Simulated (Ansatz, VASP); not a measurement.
GaP in VASP and in Ansatz

Contents of INCAR:

```
ALGO     = Normal         # electronic algorithm
EDIFF    = 1E-6           # SCF threshold, eV
ENCUT    = 500            # plane-wave cutoff, eV
GGA      = PE             # functional
GGA_COMPAT= F            
ISIF     = 2              # what is computed and relaxed
ISMEAR   = -1             # smearing method
LASPH    = T              # aspherical terms in the spheres
LCHARG   = F              # write CHGCAR
LREAL    = F              # projectors in reciprocal space
LWAVE    = F              # write WAVECAR
NBANDS   = 16             # bands
NELM     = 120            # most SCF steps
PREC     = Accurate       # precision mode
SIGMA    = 0.01           # smearing width, eV
```

File KPOINTS:

```
k-points
0
Gamma
  6 6 6
```

POSCAR

```
GaP
1.0
    0.0000000000      2.7258125000      2.7258125000
    2.7258125000      0.0000000000      2.7258125000
    2.7258125000      2.7258125000      0.0000000000
Ga P
1 1
Direct
    0.0000000000      0.0000000000      0.0000000000
    0.7500000000      0.7500000000      0.7500000000
```

Input for Ansatz:

```yaml
crystal:
  lattice:
    - [0.0, 2.7258125, 2.7258125]
    - [2.7258125, 0.0, 2.7258125]
    - [2.7258125, 2.7258125, 0.0]
  atoms:
    - { symbol: Ga, position: [0.0, 0.0, 0.0] }
    - { symbol: P, position: [0.75, 0.75, 0.75] }
basis:
  ecutwfc: 420.0
  ecutrho_ratio: 4
  xc_grid: 2
  precision: f64
hamiltonian:
  pseudopotentials: { kind: paw, azcp: { folder: soft_1 } }
  xc: pbe
scf:
  max_iter: 60
  occupations: { method: fermi_dirac, width: 0.01 }
kpoints:
  mp_grid: { grid: [6, 6, 6] }
  band_path: { path: [VBM, CBM], npoints: 1 }
checkpoint:
  write: "../edges0.hse06.run"
  compress: false
  write_wavefunctions: true
  write_every: 100000
```

Alike in both runs: task single point; functional PBE; k mesh 6 × 6 × 6; occupations fermi-dirac, width 0.01 eV; no spin polarisation.

|  | VASP | Ansatz |
| --- | --- | --- |
| version | VASP 6.6.1 | Ansatz 0.2.0 |
| potentials or method | VASP PAW PBE potentials, release 64 (Ga_d, P), cutoff 500 eV | plane-wave PAW DFT |
| valence electrons in the cell | 18 | 18 |

|  | VASP | Ansatz | Ansatz less VASP |
| --- | --- | --- | --- |
| gap on the k mesh at the Fermi level (eV) | 1.65 | 1.65 | 0.000 |

The functional is the same, so the differences come from potentials, cutoffs and numerics.
